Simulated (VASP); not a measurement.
# NbN (Fm-3m) in VASP: relaxation of the atoms with PBE

Aim: the relaxation of the atoms of NbN with PBE.

Program: VASP 6.6.1. These are calculated values, not measurements. Logs are shortened: lines on timing, memory, paths and dates and some standing lists are left out, and cuts for length are marked.

## (1) The cell of the first run

It takes space group Fm-3m (No. 225, cubic). Conventional cell: a = 4.447 Å, b = 4.447 Å, c = 4.447 Å, α = 90.00°, β = 90.00°, γ = 90.00°. Nb (site symmetry m-3m) has 6 N at 2.22 Å within 2.9 Å. N (site symmetry m-3m) has 6 Nb at 2.22 Å within 2.9 Å.

## (2) Relaxation of the atoms, PBE, collinear spin (10.99 Å³/atom)

Contents of INCAR:

```
SYSTEM = NbN
PREC = Accurate
ENCUT = 520
EDIFF = 1E-7
ISMEAR = -1
SIGMA = 0.05
LREAL = .FALSE.
LASPH = .TRUE.
NELM = 200
ALGO = Normal
ISIF = 2
LWAVE = .FALSE.
LCHARG = .FALSE.
ISPIN = 2
MAGMOM = 2 0
LORBIT = 11
LMAXMIX = 4
GGA = PE
IBRION = 2
NSW = 80
EDIFFG = -0.02
GGA_COMPAT = .FALSE.
NELMIN = 4
KPAR = 4
```

Contents of KPOINTS:

```
regular mesh
0
G
  18 18 18
  0 0 0
```

Contents of POSCAR:

```
NbN
1.0
    0.0000000000      2.2233783117      2.2233783117
    2.2233783117      0.0000000000      2.2233783117
    2.2233783117      2.2233783117      0.0000000000
Nb N
1 1
Direct
    0.5000000000      0.5000000000      0.5000000000
    0.0000000000      0.0000000000      0.0000000000
```

Potentials or basis: VASP PAW PBE potentials, release 64 (Nb_sv, N).

Command:

```sh
$ cat potpaw_PBE.64/Nb_sv/POTCAR potpaw_PBE.64/N/POTCAR > POTCAR
$ mpirun -np 4 vasp_std > vasp.out
```

OUTCAR:

```text
SYSTEM = NbN
   PREC = Accurate
   ENCUT = 520
   EDIFF = 1E-7
   ISMEAR = -1
   LREAL = .FALSE.
   LASPH = .TRUE.
   NELM = 200
   ISIF = 2
   ISPIN = 2
   LORBIT = 11
   GGA = PE
   IBRION = 2
   NSW = 80
   EDIFFG = -0.02
   NELMIN = 4

 ion  position               nearest neighbor table
   1  0.500  0.500  0.500-   2 2.22   2 2.22   2 2.22   2 2.22   2 2.22   2 2.22
   2  0.000  0.000  0.000-   1 2.22   1 2.22   1 2.22   1 2.22   1 2.22   1 2.22

  LATTYP: Found a face centered cubic cell.
 ALAT       =     4.4467566234

  Lattice vectors:

 A1 = (   0.0000000000,   2.2233783117,   2.2233783117)
 A2 = (   2.2233783117,   0.0000000000,   2.2233783117)
 A3 = (   2.2233783117,   2.2233783117,   0.0000000000)

Analysis of symmetry for initial positions (statically):
=====================================================================
 Subroutine PRICEL returns:
 Original cell was already a primitive cell.

 Routine SETGRP: Setting up the symmetry group for a
 face centered cubic supercell.

 Subroutine GETGRP returns: Found 48 space group operations
 (whereof 48 operations were pure point group operations)
 out of a pool of 48 trial point group operations.

The static configuration has the point symmetry O_h .

Analysis of symmetry for dynamics (positions and initial velocities):
=====================================================================
 Subroutine PRICEL returns:
 Original cell was already a primitive cell.

 Routine SETGRP: Setting up the symmetry group for a
 face centered cubic supercell.

 Subroutine GETGRP returns: Found 48 space group operations
 (whereof 48 operations were pure point group operations)
 out of a pool of 48 trial point group operations.

The dynamic configuration has the point symmetry O_h .

Analysis of structural, dynamic, and magnetic symmetry:
=====================================================================
 Subroutine PRICEL returns:
 Original cell was already a primitive cell.

 Routine SETGRP: Setting up the symmetry group for a
 face centered cubic supercell.

 Subroutine GETGRP returns: Found 48 space group operations
 (whereof 48 operations were pure point group operations)
 out of a pool of 48 trial point group operations.

The overall configuration has the point symmetry O_h .

 Subroutine INISYM returns: Found 48 space group operations
 (whereof 48 operations are pure point group operations),
 and found     1 'primitive' translations

[... 144 lines left out ...]
 E-fermi :  13.4266     XC(G=0): -13.1772

 val. band max:       13.4135854486   @ k =   0.2778   0.0556   0.0000
 cond. band min:      13.4427120761   @ k =   0.1111   0.1111   0.0000
 fundamental gap:      0.0291266275
 Fermi energy:        13.4265953879

 spin component 1

 k-point     1 :       0.0000    0.0000    0.0000
  band No.  band energies     occupation
      1     -43.0143      1.00000
      2     -18.7001      1.00000
      3     -18.7001      1.00000
      4     -18.7001      1.00000
      5      -3.9663      1.00000
      6      10.1892      1.00000
      7      10.1892      1.00000
      8      10.1892      1.00000
      9      11.5030      1.00000
     10      11.5030      1.00000
     11      11.5030      1.00000
     12      13.2765      0.95267
     13      13.2765      0.95267
     14      16.3251      0.00000
[... 379 lines left out ...]
      3     -18.7710      1.00000
      4     -18.7277      1.00000
      5      -2.9223      1.00000
      6       6.8502      1.00000
      7       7.7057      1.00000
      8       8.1136      1.00000
      9      12.6204      1.00000
     10      12.7016      1.00000
     11      13.4705      0.29376
     12      15.9993      0.00000
     13      17.2476      0.00000
     14      18.7739      0.00000

 [... further k-points ...]

 spin component 2

 k-point     1 :       0.0000    0.0000    0.0000
  band No.  band energies     occupation
      1     -43.0143      1.00000
      2     -18.7001      1.00000
      3     -18.7001      1.00000
      4     -18.7001      1.00000
      5      -3.9664      1.00000
      6      10.1892      1.00000
      7      10.1892      1.00000
      8      10.1892      1.00000
      9      11.5030      1.00000
     10      11.5030      1.00000
     11      11.5030      1.00000
     12      13.2765      0.95266
     13      13.2765      0.95266
     14      16.3250      0.00000
[... 379 lines left out ...]
      3     -18.7710      1.00000
      4     -18.7277      1.00000
      5      -2.9223      1.00000
      6       6.8502      1.00000
      7       7.7057      1.00000
      8       8.1136      1.00000
      9      12.6204      1.00000
     10      12.7016      1.00000
     11      13.4705      0.29369
     12      15.9993      0.00000
     13      17.2476      0.00000
     14      18.7738      0.00000

 [... further k-points ...]

------------------------ aborting loop because EDIFF is reached ----------------------------------------

  FORCE on cell =-STRESS in cart. coord.  units (eV):
  Direction    XX          YY          ZZ          XY          YZ          ZX
  --------------------------------------------------------------------------------------
  -------------------------------------------------------------------------------------
  Total       -0.7705435     -0.7705435     -0.7705435      0.0000000     -0.0000000     -0.0000000
  in kB      -56.1613615    -56.1613615    -56.1613615      0.0000000     -0.0000000     -0.0000000
  external PRESSURE =     -56.1613615 kB  Pullay stress =       0.0000000 kB

 VOLUME and BASIS-vectors are now :
 -----------------------------------------------------------------------------
  energy-cutoff  :      520.00
  volume of cell :       21.98
      direct lattice vectors                 reciprocal lattice vectors
     0.000000000  2.223378312  2.223378312    -0.224883007  0.224883007  0.224883007
     2.223378312  0.000000000  2.223378312     0.224883007 -0.224883007  0.224883007
     2.223378312  2.223378312  0.000000000     0.224883007  0.224883007 -0.224883007

 POSITION                                       TOTAL-FORCE (eV/Angst)
 -----------------------------------------------------------------------------------
      2.22338      2.22338      2.22338        -0.000000      0.000000     -0.000000
      0.00000      0.00000      0.00000         0.000000     -0.000000      0.000000
 -----------------------------------------------------------------------------------
    total drift:                                0.000000     -0.000000      0.000000

  FREE ENERGIE OF THE ION-ELECTRON SYSTEM (eV)
  ---------------------------------------------------
  free  energy   TOTEN  =       -20.5338498293 eV

  energy  without entropy=      -20.5256214626  energy(sigma->0) =      -20.52973565

 reached required accuracy - stopping structural energy minimisation

 total charge

# of ion       s       p       d       tot
------------------------------------------
    1        2.145   6.045   2.403  10.592
    2        1.237   2.489   0.000   3.726
--------------------------------------------------
tot          3.382   8.534   2.403  14.318

 magnetization (x)

# of ion       s       p       d       tot
------------------------------------------
    1        0.000   0.000   0.000   0.000
    2       -0.000  -0.000   0.000  -0.000
--------------------------------------------------
tot          0.000  -0.000   0.000   0.000
```

OSZICAR:

```text
N       E                     dE             d eps       ncg     rms          rms(c)
DAV:   1     0.159246022253E+03    0.15925E+03   -0.10342E+04 10920   0.136E+03
DAV:   2    -0.125391752663E+02   -0.17179E+03   -0.16489E+03 13098   0.464E+02
DAV:   3    -0.232687513830E+02   -0.10730E+02   -0.10488E+02 19858   0.924E+01
DAV:   4    -0.234976755716E+02   -0.22892E+00   -0.22866E+00 13076   0.110E+01
DAV:   5    -0.235047986651E+02   -0.71231E-02   -0.71210E-02 17784   0.181E+00    0.145E+01
DAV:   6    -0.206876298203E+02    0.28172E+01   -0.11560E+01 15926   0.354E+01    0.515E+00
DAV:   7    -0.205533785811E+02    0.13425E+00   -0.82064E-01 14230   0.102E+01    0.278E+00
DAV:   8    -0.205325761357E+02    0.20802E-01   -0.14007E-01 15112   0.395E+00    0.174E+00
DAV:   9    -0.205344170003E+02   -0.18409E-02   -0.92584E-03 15972   0.984E-01    0.475E-01
DAV:  10    -0.205337518648E+02    0.66514E-03   -0.74234E-03 13648   0.924E-01    0.316E-01
DAV:  11    -0.205338437200E+02   -0.91855E-04   -0.11928E-03 12468   0.432E-01    0.447E-02
DAV:  12    -0.205338495289E+02   -0.58089E-05   -0.12765E-04 15356   0.114E-01    0.234E-02
DAV:  13    -0.205338493936E+02    0.13532E-06   -0.52909E-06 14396   0.266E-02    0.957E-03
DAV:  14    -0.205338498240E+02   -0.43042E-06   -0.84395E-07 14018   0.104E-02    0.225E-03
DAV:  15    -0.205338498293E+02   -0.53431E-08   -0.39205E-08  7494   0.261E-03
   1 F= -.20533850E+02 E0= -.20529736E+02  d E =-.205338E+02  mag=     0.0000
```

It took 58 s on 4 MPI ranks of Oxide Virtual Turin-like, shared host; peak memory 0.19 GiB.

What came out:

- Free energy: -20.5338 eV
- Pressure after relaxing: -5.6 GPa
- Band gap on the k mesh: zero (filled and empty bands overlap)
- Net moment: 0.00 μB per cell
- Valence electrons inside the program's atomic spheres: Nb 10.59; N 3.73

Final structure:
```xyz
2
Lattice="0.0000 2.2234 2.2234 2.2234 0.0000 2.2234 2.2234 2.2234 0.0000" Properties=species:S:1:pos:R:3 pbc="T T T"
Nb    2.2234    2.2234    2.2234
N     0.0000    0.0000    0.0000
```

Caveat: the relaxation stopped at its first step, so nothing moved.

The gap in the log of VASP goes by the Fermi energy; the results here count the filled bands.